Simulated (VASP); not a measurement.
Wanted: the native input for a VASP 6.6.1 run.

| Item | Value |
| --- | --- |
| Task | relaxation of cell and atoms |
| Functional | PBE |
| Potentials or basis | VASP PAW PBE potentials, release 64 (Al, N) |
| Cutoff | 600 eV |
| k mesh | 6 × 6 × 6 |
| Occupations | gaussian, width 0.1 eV |
| Spin | no spin polarisation |
| Dipole correction | no |
| Further INCAR settings | ALGO = Normal; EDIFF = 1e-06; IBRION = 2; EDIFFG = -0.04; NSW = 90; ISIF = 3 |

The structure of AlN lies in POSCAR:

```
AlN
1.0
   -3.1994850100      3.1994850100      1.8747983800
    3.1994850100     -3.1994850100      1.8747983800
    3.1994850100      3.1994850100     -1.8747983800
Al N
4 4
Direct
    0.8535209200      0.3535209200      0.2070418300
    0.1464790800      0.6464790800      0.7929581700
    0.3535209200      0.1464790800      0.5000000000
    0.6464790800      0.8535209200      0.5000000000
    0.8535209200      0.6464790800      0.5000000000
    0.1464790800      0.3535209200      0.5000000000
    0.3535209200      0.8535209200      0.2070418300
    0.6464790800      0.1464790800      0.7929581700
```

The cell was built from a structure type or drawn by symmetry, and may not be a known phase.

The input as run:

INCAR

```
SYSTEM = AlN
PREC = Accurate
ENCUT = 600
EDIFF = 1E-6
ISMEAR = 0
SIGMA = 0.1
LREAL = .FALSE.
LASPH = .TRUE.
NELM = 60
ALGO = Normal
ISIF = 3
LWAVE = .FALSE.
LCHARG = .FALSE.
GGA = PE
IBRION = 2
NSW = 90
EDIFFG = -0.04
```

KPOINTS

```
Automatic mesh
0
G
  6 6 6
  0 0 0
```

Potentials or basis: VASP PAW PBE potentials, release 64 (Al, N).

Run with:

```console
$ cat potpaw_PBE.64/Al/POTCAR potpaw_PBE.64/N/POTCAR > POTCAR
$ mpirun -np 1 vasp_std > vasp.out
```

It gave:

The relaxed volume is 11.12 Å³/atom, the relaxed cell is a = 5.085 Å, b = 5.085 Å, c = 5.085 Å, α = 99.42°, β = 99.42°, γ = 132.29° and the space group after relaxing (to 0.1 Å) is I4/mcm (No. 140). The energy gained by relaxing is 199.3 meV/atom, the ionic steps are 11 and the pressure after relaxing is -0.2 GPa. The largest force after relaxing is 0.020 eV/Å and the band gap on the k mesh is 2.21 eV.

Caveat: the volume moved by over 15 % at a fixed basis, so the end points are rough.

It took 11 min on 1 thread of Intel(R) Xeon(R) Platinum 8375C CPU @ 2.90GHz (Ice Lake), with other jobs on the host, peak memory 0.26 GiB.
